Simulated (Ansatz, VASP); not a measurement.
# Two plane-wave programs on Li2TlH3

Contents of POSCAR:

```
Li2TlH3
1.0
    2.8646707365      1.6539184209      3.9848356675
   -2.8646707365      1.6539184209      3.9848356675
    0.0000000000     -3.3078368417      3.9848356675
Li Tl H
2 1 3
Direct
    0.7757281719      0.7757281719      0.7757281719
    0.2242718281      0.2242718281      0.2242718281
    0.0000000000      0.0000000000      0.0000000000
    0.0000000000      0.5000000000      0.0000000000
    0.5000000000      0.0000000000      0.0000000000
    0.0000000000      0.0000000000      0.5000000000
```

Contents of INCAR.step1:

```
SYSTEM = Li2TlH3
ALGO     = Normal         ! electronic algorithm
EDIFF    = 1E-5           ! SCF threshold, eV
ENCUT    = 830            ! plane-wave cutoff, eV
GGA      = PE             ! functional
GGA_COMPAT= .False.      
ISMEAR   = -1             ! smearing method
LASPH    = .True.         ! aspherical terms in the spheres
LCHARG   = .False.        ! write CHGCAR
LREAL    = .False.        ! projectors in reciprocal space
LWAVE    = .True.         ! write WAVECAR
NBANDS   = 20             ! bands
NELM     = 120            ! most SCF steps
PREC     = Accurate       ! precision mode
SIGMA    = 0.03           ! smearing width, eV
```

File INCAR.step2:

```
SYSTEM = Li2TlH3
ALGO     = Normal         ! electronic algorithm
BPARAM   = 11.95        
CPARAM   = 0.0093       
EDIFF    = 1E-6           ! SCF threshold, eV
ENCUT    = 830            ! plane-wave cutoff, eV
GGA_COMPAT= .False.      
ISIF     = 2              ! what is computed and relaxed
ISMEAR   = -1             ! smearing method
ISTART   = 1            
IVDW_NL  = 2            
LASPH    = .True.         ! aspherical terms in the spheres
LCHARG   = .True.         ! write CHGCAR
LELF     = .True.         ! ELF
LMIXTAU  = .True.       
LREAL    = .False.        ! projectors in reciprocal space
LUSE_VDW = .True.       
LVHAR    = .True.       
LWAVE    = .False.        ! write WAVECAR
METAGGA  = R2SCAN         ! meta-GGA
NBANDS   = 20             ! bands
NELM     = 120            ! most SCF steps
PREC     = Accurate       ! precision mode
SIGMA    = 0.03           ! smearing width, eV
```

KPOINTS

```
k-points
0
Gamma
  6 6 6
  0 0 0
```

Input for Ansatz:

```yaml
crystal:
  lattice:
    - [2.8646707365, 1.6539184209, 3.9848356675]
    - [-2.8646707365, 1.6539184209, 3.9848356675]
    - [0.0, -3.3078368417, 3.9848356675]
  atoms:
    - { symbol: Li, position: [0.7757281719, 0.7757281719, 0.7757281719] }
    - { symbol: Li, position: [0.2242718281, 0.2242718281, 0.2242718281] }
    - { symbol: Tl, position: [0.0, 0.0, 0.0] }
    - { symbol: H, position: [0.0, 0.5, 0.0] }
    - { symbol: H, position: [0.5, 0.0, 0.0] }
    - { symbol: H, position: [0.0, 0.0, 0.5] }
kpoints:
  mp_grid: { grid: [6, 6, 6] }
  band_path:
    path:
      - [0.0, 0.0, 0.0]
      - [0.5, 0.5, 0.5]
      - [0.7184872794, 0.2815127206, 0.5]
      - [0.5, -0.2815127206, 0.2815127206]
      - [0.5, 0.0, 0.0]
      - [0.3907563603, -0.3907563603, 0.0]
      - [0.6092436397, 0.0, 0.3907563603]
      - [0.5, 0.0, 0.5]
    npoints: 1
hamiltonian:
  xc: r2scan
  dispersion: rvv10
scf:
  occupations: { method: fermi_dirac, width: 0.03 }
  n_extra_bands: 5
output:
  forces: true
  stress: true
  eigenvalues: true
  write_density: true
  write_potential: true
  elf: true
  volumetric_format: npy
```

Alike in both runs: task single point; functional r2SCAN; dispersion rVV10; k mesh 6 × 6 × 6; occupations fermi-dirac, width 0.03 eV; no spin polarisation.

|  | VASP | Ansatz |
| --- | --- | --- |
| version | VASP 6.6.1 | Ansatz 0.2.0 |
| potentials or method | VASP PAW PBE potentials, release 64 (Li_sv, Tl_d, H) | plane waves, PAW |
| plane-wave cutoff (eV) | 830 | 500 |
| valence electrons in the cell | 22 | 22 |

|  | VASP | Ansatz | Ansatz less VASP |
| --- | --- | --- | --- |
| pressure (GPa) | 0.0 | 0.0 | +0.01 |

VASP's potentials were made for PBE, not for r2SCAN.

Spin-orbit coupling is off throughout.
